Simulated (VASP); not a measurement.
# Ta3GaC3 (Pm-3m) in VASP: notebook

Ta3GaC3 is run at these levels: PBE; tasks: relaxation of cell and atoms.

Everything below comes from runs of VASP 6.6.1. Logs are shortened: lines on timing, memory, paths and dates and some standing lists are left out, and cuts for length are marked.

## 1. The cell of the first run

The structure is cubic, space group Pm-3m (No. 221). Conventional cell: a = 4.986 Å, b = 4.986 Å, c = 4.986 Å, α = 90.00°, β = 90.00°, γ = 90.00°. Within 3.3 Å of Ta (site symmetry 4/mmm) lie 4 C at 2.49 Å. Ga (site symmetry m-3m) has 6 C at 2.49 Å within 3.3 Å. C (site symmetry 4/mmm) has 4 Ta at 2.49 Å and 2 Ga at 2.49 Å within 3.3 Å.

## 2. Relaxation of cell and atoms, PBE

INCAR reads:

```
PREC = Accurate ; ENCUT = 600
EDIFF = 1E-7 ; ISMEAR = 0
SIGMA = 0.1 ; LREAL = False
LASPH = True ; NELM = 80
ALGO = Normal ; ISIF = 3
LWAVE = False ; LCHARG = False
GGA = PE ; IBRION = 2
NSW = 90 ; EDIFFG = -0.04
```

KPOINTS reads:

```
Automatic mesh
0
Gamma
  4 4 4
```

POSCAR reads:

```
Ta3GaC3
1.0
    4.9855749500      0.0000000000      0.0000000000
    0.0000000000      4.9855749500      0.0000000000
    0.0000000000      0.0000000000      4.9855749500
Ta Ga C
3 1 3
Direct
    0.0000000000      0.5000000000      0.5000000000
    0.5000000000      0.0000000000      0.5000000000
    0.5000000000      0.5000000000      0.0000000000
    0.0000000000      0.0000000000      0.0000000000
    0.5000000000      0.0000000000      0.0000000000
    0.0000000000      0.5000000000      0.0000000000
    0.0000000000      0.0000000000      0.5000000000
```

Potentials or basis: VASP PAW PBE potentials, release 64 (Ta_pv, Ga_d, C).

Run with:

```console
$ cat potpaw_PBE.64/Ta_pv/POTCAR potpaw_PBE.64/Ga_d/POTCAR potpaw_PBE.64/C/POTCAR > POTCAR
$ mpirun -np 1 vasp_std > vasp.out
```

OUTCAR:

```text
PREC = Accurate
   ENCUT = 600
   EDIFF = 1E-7
   ISMEAR = 0
   LREAL = False
   LASPH = True
   NELM = 80
   ISIF = 3
   GGA = PE
   IBRION = 2
   NSW = 90
   EDIFFG = -0.04

 ion  position               nearest neighbor table
   1  0.000  0.500  0.500-   6 2.49   7 2.49   6 2.49   7 2.49   3 3.53   2 3.53   2 3.53   3 3.53
                             2 3.53   3 3.53   3 3.53   2 3.53
   2  0.500  0.000  0.500-   5 2.49   7 2.49   5 2.49   7 2.49   3 3.53   1 3.53   1 3.53   3 3.53
                             3 3.53   1 3.53   3 3.53   1 3.53
   3  0.500  0.500  0.000-   5 2.49   6 2.49   5 2.49   6 2.49   1 3.53   2 3.53   2 3.53   1 3.53
                             2 3.53   1 3.53   2 3.53   1 3.53
   4  0.000  0.000  0.000-   5 2.49   6 2.49   7 2.49   7 2.49   6 2.49   5 2.49
   5  0.500  0.000  0.000-   2 2.49   3 2.49   4 2.49   2 2.49   3 2.49   4 2.49
   6  0.000  0.500  0.000-   1 2.49   3 2.49   4 2.49   1 2.49   4 2.49   3 2.49
   7  0.000  0.000  0.500-   1 2.49   2 2.49   4 2.49   4 2.49   1 2.49   2 2.49

  LATTYP: Found a simple cubic cell.
 ALAT       =     4.9855749500

  Lattice vectors:

 A1 = (   4.9855749500,   0.0000000000,   0.0000000000)
 A2 = (   0.0000000000,   4.9855749500,   0.0000000000)
 A3 = (   0.0000000000,   0.0000000000,   4.9855749500)

Analysis of symmetry for initial positions (statically):
=====================================================================
 Subroutine PRICEL returns:
 Original cell was already a primitive cell.

 Routine SETGRP: Setting up the symmetry group for a
 simple cubic supercell.

 Subroutine GETGRP returns: Found 48 space group operations
 (whereof 48 operations were pure point group operations)
 out of a pool of 48 trial point group operations.

The static configuration has the point symmetry O_h .

Analysis of symmetry for dynamics (positions and initial velocities):
=====================================================================
 Subroutine PRICEL returns:
 Original cell was already a primitive cell.

 Routine SETGRP: Setting up the symmetry group for a
 simple cubic supercell.

 Subroutine GETGRP returns: Found 48 space group operations
 (whereof 48 operations were pure point group operations)
 out of a pool of 48 trial point group operations.

The dynamic configuration has the point symmetry O_h .

 Subroutine INISYM returns: Found 48 space group operations
 (whereof 48 operations are pure point group operations),
 and found     1 'primitive' translations

----------------------------------------------------------------------------------------

                                     Primitive cell

  volume of cell :     123.9212

  direct lattice vectors                    reciprocal lattice vectors
     4.985574950  0.000000000  0.000000000     0.200578671  0.000000000  0.000000000
     0.000000000  4.985574950  0.000000000     0.000000000  0.200578671  0.000000000
     0.000000000  0.000000000  4.985574950     0.000000000  0.000000000  0.200578671

  length of vectors
     4.985574950  4.985574950  4.985574950     0.200578671  0.200578671  0.200578671

  position of ions in fractional coordinates (direct lattice)
     0.000000000  0.500000000  0.500000000
     0.500000000  0.000000000  0.500000000
     0.500000000  0.500000000  0.000000000
     0.000000000  0.000000000  0.000000000
     0.500000000  0.000000000  0.000000000
     0.000000000  0.500000000  0.000000000
     0.000000000  0.000000000  0.500000000

  ion indices of the primitive-cell ions
   primitive index   ion index
                 1           1
                 2           2
                 3           3
                 4           4
                 5           5
                 6           6
                 7           7

----------------------------------------------------------------------------------------

 KPOINTS: Automatic mesh

Automatic generation of k-mesh.
 Grid dimensions read from file:
 generate k-points for:    4    4    4

 Generating k-lattice:

  Cartesian coordinates                     Fractional coordinates (reciprocal lattice)
     0.050144668  0.000000000  0.000000000     0.250000000  0.000000000  0.000000000
     0.000000000  0.050144668  0.000000000     0.000000000  0.250000000  0.000000000
     0.000000000  0.000000000  0.050144668     0.000000000  0.000000000  0.250000000

  Length of vectors
     0.050144668  0.050144668  0.050144668

  Shift w.r.t. Gamma in fractional coordinates (k-lattice)
     0.000000000  0.000000000  0.000000000

 Subroutine IBZKPT returns following result:
 ===========================================

 Found     10 irreducible k-points:

 Following reciprocal coordinates:
            Coordinates               Weight
  0.000000  0.000000  0.000000      1.000000
  0.250000  0.000000  0.000000      6.000000
  0.500000  0.000000  0.000000      3.000000
  0.250000  0.250000  0.000000     12.000000
  0.500000  0.250000  0.000000     12.000000
  0.500000  0.500000  0.000000      3.000000
  0.250000  0.250000  0.250000      8.000000
  0.500000  0.250000  0.250000     12.000000
  0.500000  0.500000  0.250000      6.000000
  0.500000  0.500000  0.500000      1.000000
   k-points           NKPTS =     10   k-points in BZ     NKDIM =     10   number of bands    NBANDS=     34
   number of dos      NEDOS =    301   number of ions     NIONS =      7
   total plane-waves  NPLWV =  64000
   dimension x,y,z NGX =    40 NGY =   40 NGZ =   40
   dimension x,y,z NGXF=    80 NGYF=   80 NGZF=   80
   ions per type =               3   1   3
   NGX,Y,Z   is equivalent  to a cutoff of  13.34, 13.34, 13.34 a.u.
   NGXF,Y,Z  is equivalent  to a cutoff of  26.68, 26.68, 26.68 a.u.
 SYSTEM =  unknown system
   PREC   = accura    normal or accurate (medium, high low for compatibility)
   ISTART =      0    job   : 0-new  1-cont  2-samecut
   ICHARG =      2    charge: 1-file 2-atom 10-const
   ISPIN  =      1    spin polarized calculation?
   LNONCOLLINEAR =      F non collinear calculations
   LSORBIT =      F    spin-orbit coupling
   LASPH  =      T    aspherical Exc in radial PAW
   ENCUT  =  600.0 eV  44.10 Ry    6.64 a.u.   9.96  9.96  9.96*2*pi/ulx,y,z
   NELM   =     80;   NELMIN=  2; NELMDL= -5     # of ELM steps
   EDIFF  = 0.1E-06   stopping-criterion for ELM
   LREAL  =      F    real-space projection
   EDIFFG = -.4E-01   stopping-criterion for IOM
   NSW    =     90    number of steps for IOM
   IBRION =      2    ionic relax: 0-MD 1-quasi-New 2-CG
   NFREE  =      1    steps in history (QN), initial steepest desc. (CG)
   ISIF   =      3    stress and relaxation
   ISYM   =      2    0-nonsym 1-usesym 2-fastsym
   POTIM  = 0.5000    time-step for ionic-motion
   TEBEG  =    0.0;   TEEND  =   0.0 temperature during run
   PSTRESS=    0.0 pullay stress
   NELECT =      58.0000    total number of electrons
   NUPDOWN=      -1.0000    fix difference up-down
   EMIN   =  10.00;   EMAX   =-10.00  energy-range for DOS
   EFERMI =   0.00;   METHOD = LEGACY
   ISMEAR =     0;   SIGMA  =   0.10  broadening in eV -4-tet -1-fermi 0-gaus
   EFERMI_NEDOS =   21; number of points for ismear=-14 and -15
   IALGO  =     38    algorithm
   IMIX   =      4    mixing-type and parameters
     AMIX     =   0.40;   BMIX     =  1.00
     AMIX_MAG =   1.60;   BMIX_MAG =  1.00
  volume/ion in A,a.u.               =      17.70       119.47
  Fermi-wavevector in a.u.,A,eV,Ry     =   1.271068  2.401971 21.981774  1.615615
  Thomas-Fermi vector in A             =   2.404022
   LORBIT       =      0    0 simple, 1 ext, 2 COOP (PROOUT), +10 PAW based schemes
   GGA     = PE    functional components
   LHFCALC =     F    Hartree Fock is set to
   AEXX    =    0.0000 exact exchange contribution
   IVDW    =     0    specifies the selected vdW correction
   LEPSILON=     F    determine dielectric tensor
   LRPA    =     F    only Hartree local field effects (RPA)
 conjugate gradient relaxation of ions
 non-spin polarized calculation
 Gauss-broadening in eV      SIGMA  =   0.10
  energy-cutoff  :      600.00
  volume of cell :      123.92
 maximum number of plane-waves:      4224
 NGX is ok and might be reduce to    40
   NGX = 19   NGY = 19   NGZ = 19

--------------------------------------- Ionic step        1  -------------------------------------------

 number of electron      57.9999988 magnetization

 Free energy of the ion-electron system (eV)
  ---------------------------------------------------
  ext. energy  EPLUGINS =         0.00000000
  ---------------------------------------------------
  free energy    TOTEN  =       -58.35994654 eV

  energy without entropy =      -58.31632490  energy(sigma->0) =      -58.33813572

 E-fermi :   3.8296     XC(G=0): -10.9364

 val. band max:        3.7934196523   @ k =   0.5000   0.2500   0.2500
 cond. band min:       3.8926604052   @ k =   0.2500   0.2500   0.2500
 fundamental gap:      0.0992407529
 Fermi energy:         3.8295578379

 k-point     1 :       0.0000    0.0000    0.0000
  band No.  band energies     occupation
      1     -31.6784      2.00000
      2     -31.6784      2.00000
      3     -31.6784      2.00000
      4     -31.6437      2.00000
      5     -31.6437      2.00000
      6     -31.6437      2.00000
[... 881 lines left out ...]
 POSITION                                       TOTAL-FORCE (eV/Angst)
 -----------------------------------------------------------------------------------
     -0.00000      2.22698      2.22698        -0.000000      0.000000      0.000000
      2.22698      0.00000      2.22698        -0.000000      0.000000      0.000000
      2.22698      2.22698      0.00000         0.000000     -0.000000      0.000000
      0.00000      0.00000      0.00000         0.000000     -0.000000      0.000000
      2.22698      0.00000      0.00000        -0.000000      0.000000      0.000000
      0.00000      2.22698     -0.00000        -0.000000      0.000000      0.000000
     -0.00000      0.00000      2.22698        -0.000000      0.000000      0.000000
 -----------------------------------------------------------------------------------
    total drift:                               -0.000000      0.000000     -0.000000

  FREE ENERGIE OF THE ION-ELECTRON SYSTEM (eV)
  ---------------------------------------------------
  free  energy   TOTEN  =       -64.6800954446 eV

  energy  without entropy=      -64.6455920284  energy(sigma->0) =      -64.66284374

--------------------------------------- Ionic step        5  -------------------------------------------

 number of electron      58.0000003 magnetization

 Free energy of the ion-electron system (eV)
  ---------------------------------------------------
  ext. energy  EPLUGINS =         0.00000000
  ---------------------------------------------------
  free energy    TOTEN  =       -64.68904045 eV

  energy without entropy =      -64.65382053  energy(sigma->0) =      -64.67143049

 E-fermi :   6.8206     XC(G=0): -12.6421

 val. band max:        6.7980112392   @ k =   0.5000   0.5000   0.5000
 cond. band min:       6.8399147549   @ k =   0.5000   0.0000   0.0000
 fundamental gap:      0.0419035157
 Fermi energy:         6.8205720409

 k-point     1 :       0.0000    0.0000    0.0000
  band No.  band energies     occupation
      1     -27.9509      2.00000
      2     -27.9509      2.00000
      3     -27.9509      2.00000
      4     -27.7597      2.00000
      5     -27.7597      2.00000
      6     -27.7597      2.00000
[... 372 lines left out ...]
 VOLUME and BASIS-vectors are now :
 -----------------------------------------------------------------------------
  energy-cutoff  :      600.00
  volume of cell :       87.33
      direct lattice vectors                 reciprocal lattice vectors
     4.436591654  0.000000000  0.000000000     0.225398251  0.000000000  0.000000000
     0.000000000  4.436591654 -0.000000000     0.000000000  0.225398251 -0.000000000
    -0.000000000  0.000000000  4.436591654    -0.000000000  0.000000000  0.225398251

 POSITION                                       TOTAL-FORCE (eV/Angst)
 -----------------------------------------------------------------------------------
     -0.00000      2.21830      2.21830        -0.000000      0.000000      0.000000
      2.21830      0.00000      2.21830        -0.000000      0.000000      0.000000
      2.21830      2.21830      0.00000         0.000000     -0.000000      0.000000
      0.00000      0.00000      0.00000         0.000000     -0.000000      0.000000
      2.21830      0.00000      0.00000        -0.000000      0.000000      0.000000
      0.00000      2.21830     -0.00000        -0.000000      0.000000      0.000000
     -0.00000      0.00000      2.21830        -0.000000      0.000000      0.000000
 -----------------------------------------------------------------------------------
    total drift:                               -0.000000      0.000000     -0.000000

  FREE ENERGIE OF THE ION-ELECTRON SYSTEM (eV)
  ---------------------------------------------------
  free  energy   TOTEN  =       -64.6890404457 eV

  energy  without entropy=      -64.6538205324  energy(sigma->0) =      -64.67143049

 reached required accuracy - stopping structural energy minimisation
```

Wall time 2.5 min (1 thread of AMD EPYC 9R45 (Zen 5), shared host); peak memory 0.26 GiB.

Results:

```yaml
Free_energy: -64.6890 eV
Relaxed_volume: 12.48 Å³/atom
Relaxed_cell: a = 4.437 Å, b = 4.437 Å, c = 4.437 Å, α = 90.00°, β = 90.00°, γ = 90.00°
Space_group_after_relaxing_to_0.05_Å: Pm-3m (No. 221)
Energy_gained_by_relaxing: 904.2 meV/atom
Ionic_steps: 5
Pressure_after_relaxing: 0.0 GPa
Band_gap_on_the_k_mesh: zero (band 29 reaches 7.06 eV, above the bottom of band 30 at 6.39 eV)
```

The path:
```tsv
step	energy change (eV)	largest force (eV/Å)	pressure (GPa)	volume (Å³)
1	0.0000	0.0000	-40.24	123.92
2	5.9175	0.0000	196.17	60.05
3	-6.2627	0.0000	-7.33	90.17
4	-6.3201	0.0000	-2.77	88.36
5	-6.3291	0.0000	0.01	87.33
```

Final structure:
```xyz
7
Lattice="4.4366 0.0000 0.0000 0.0000 4.4366 0.0000 0.0000 0.0000 4.4366" Properties=species:S:1:pos:R:3 pbc="T T T"
Ta    0.0000    2.2183    2.2183
Ta    2.2183    0.0000    2.2183
Ta    2.2183    2.2183    0.0000
Ga    0.0000    0.0000    0.0000
C     2.2183    0.0000    0.0000
C     0.0000    2.2183    0.0000
C     0.0000    0.0000    2.2183
```

Caveat: the volume moved by over 15 % at a fixed basis, so the end points are rough; spin-orbit coupling is left out, which moves the levels of the heavy elements.

## 3. Relaxation of cell and atoms, PBE

This run uses another cell than the first one, of 12.46 Å³/atom, 0.704 times its volume.

INCAR reads:

```
  ALGO = Normal
  EDIFF = 1E-6
  EDIFFG = -0.01
  ENCUT = 600
  GGA = PE
  IBRION = 2
  ISIF = 3
  ISMEAR = 0
  LASPH = T
  LCHARG = F
  LREAL = F
  LWAVE = F
  NELM = 100
  NSW = 100
  PREC = Accurate
  SIGMA = 0.1
```

KPOINTS reads:

```
k-points
0
Gamma
  8 8 8
```

POSCAR: that of step 2 with these lines changed.

```diff
@@ -2,5 +2,5 @@
 1.0
-    4.9855749500      0.0000000000      0.0000000000
-    0.0000000000      4.9855749500      0.0000000000
-    0.0000000000      0.0000000000      4.9855749500
+    4.4351769562      0.0000000000      0.0000000000
+    0.0000000000      4.4351769562      0.0000000000
+    0.0000000000      0.0000000000      4.4351769562
 Ta Ga C
```

Potentials or basis: VASP PAW PBE potentials, release 64 (Ta_pv, Ga_d, C).

Run with:

```console
$ cat potpaw_PBE.64/Ta_pv/POTCAR potpaw_PBE.64/Ga_d/POTCAR potpaw_PBE.64/C/POTCAR > POTCAR
$ mpirun -np 1 vasp_std > vasp.out
```

Wall time 2.1 min (1 thread of AMD EPYC 9R45 (Zen 5), shared host); peak memory 0.26 GiB.

It converged, with:

```yaml
Free_energy: -64.6684 eV
Relaxed_volume: 12.47 Å³/atom
Relaxed_cell: a = 4.436 Å, b = 4.436 Å, c = 4.436 Å, α = 90.00°, β = 90.00°, γ = 90.00°
Space_group_after_relaxing_to_0.05_Å: Pm-3m (No. 221)
Energy_gained_by_relaxing: 0.0 meV/atom
Ionic_steps: 3
Pressure_after_relaxing: 0.0 GPa
Band_gap_on_the_k_mesh: zero (band 29 reaches 7.19 eV, above the bottom of band 30 at 6.27 eV)
```

Final structure:
```yaml
crystal:
  lattice:
    - [4.43613, 0.00000, 0.00000]
    - [0.00000, 4.43613, 0.00000]
    - [0.00000, 0.00000, 4.43613]
  atoms:
    - { symbol: Ta, position: [0.00000, 0.50000, 0.50000] }
    - { symbol: Ta, position: [0.50000, 0.00000, 0.50000] }
    - { symbol: Ta, position: [0.50000, 0.50000, 0.00000] }
    - { symbol: Ga, position: [0.00000, 0.00000, 0.00000] }
    - { symbol: C, position: [0.50000, 0.00000, 0.00000] }
    - { symbol: C, position: [0.00000, 0.50000, 0.00000] }
    - { symbol: C, position: [0.00000, 0.00000, 0.50000] }
```

Levels at points of the mesh, in eV from the Fermi level:
```csv
k point,band 27,band 28,band 29,band 30,band 31,band 32
"(0.00, 0.00, 0.00)",-0.57,-0.30,-0.30,-0.30,-0.08,1.07
"(0.50, 0.00, 0.00)",-1.64,-1.64,0.00,0.55,0.55,0.68
"(0.50, 0.50, 0.00)",-1.49,-0.28,-0.28,0.31,2.15,2.15
"(0.50, 0.50, 0.50)",-0.78,-0.78,-0.78,-0.05,2.47,3.75
```

Caveat: spin-orbit coupling is left out, which moves the levels of the heavy elements.
